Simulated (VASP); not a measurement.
Si2Mo: relaxation of cell and atoms with RPBE

Crystal: Si2Mo.

```
Mo Si
1.0
    -1.60000    1.60000    3.93050
     1.60000   -1.60000    3.93050
     1.60000    1.60000   -3.93050
Mo Si
1 2
Direct
  0.00000 0.00000 0.00000
  0.66700 0.66700 0.00000
  0.33300 0.33300 0.00000
```

- Program: VASP 6.6.1
- Task: relaxation of cell and atoms
- Functional: RPBE
- Potentials or basis: VASP PAW PBE potentials, release 64 (Mo_sv, Si)
- Cutoff: 600 eV
- k mesh: 12 × 12 × 12
- Occupations: fermi-dirac, width 0.05 eV
- Spin: no spin polarisation
- Dipole correction: no
- Further INCAR settings: ALGO = Normal; EDIFF = 1e-06; IBRION = 2; EDIFFG = -0.01; NSW = 60; ISIF = 3

| Quantity | Value |
| --- | --- |
| Relaxed volume | 13.73 Å³/atom |
| Relaxed cell | a = 4.563 Å, b = 4.563 Å, c = 4.563 Å, α = 138.55°, β = 138.55°, γ = 60.06° |
| Space group after relaxing (to 0.05 Å) | I4/mmm (No. 139) |
| Energy gained by relaxing | 5.9 meV/atom |
| Ionic steps | 6 |
| Pressure after relaxing | 0.1 GPa |
| Band gap on the k mesh | zero (band 11 reaches 12.43 eV, above the bottom of band 12 at 11.50 eV) |

Step by step:
```
step  energy change (eV)  largest force (eV/Å)  pressure (GPa)  volume (Å³)
   1              0.0000                0.2442            4.69        40.25
   2              0.0101                0.1381           -6.20        42.58
   3             -0.0155                0.1908           -0.39        41.25
   4             -0.0177                0.0307           -0.03        41.22
   5             -0.0177                0.0223           -0.04        41.22
   6             -0.0178                0.0017            0.06        41.20
```

Final structure:
```cif
data_structure
_symmetry_space_group_name_H-M 'P 1'
_symmetry_Int_Tables_number 1
_cell_length_a 4.5630
_cell_length_b 4.5630
_cell_length_c 4.5630
_cell_angle_alpha 138.554
_cell_angle_beta 138.554
_cell_angle_gamma 60.055
_cell_volume 41.20
loop_
_atom_site_label
_atom_site_type_symbol
_atom_site_fract_x
_atom_site_fract_y
_atom_site_fract_z
_atom_site_occupancy
Mo1 Mo 0.00000 0.00000 0.00000 1
Si1 Si 0.66498 0.66498 0.00000 1
Si2 Si 0.33502 0.33502 0.00000 1
```

Levels at points of the mesh, in eV from the Fermi level:
```csv
k point,band 8,band 9,band 10,band 11,band 12,band 13,band 14,band 15
"(0.00, 0.00, 0.00)",-2.92,-2.54,-2.54,0.36,3.05,3.24,3.46,3.46
"(0.50, 0.00, 0.00)",-4.42,-2.50,-2.47,-0.47,2.20,3.07,3.92,4.17
"(0.50, 0.50, 0.00)",-5.17,-4.34,-2.94,-1.21,2.25,2.65,3.08,3.27
"(0.50, 0.50, 0.50)",-2.11,-0.55,-0.55,-0.47,-0.47,0.49,4.69,4.96
```

It took 4.7 min on 1 thread of Intel(R) Xeon(R) 6975P-C (Granite Rapids) (shared host), peak memory 0.29 GiB.

Caveat: the PAW data sets were made with another functional, which shifts forces and pressure a little. RPBE and its kin give volumes clearly too large for solids.
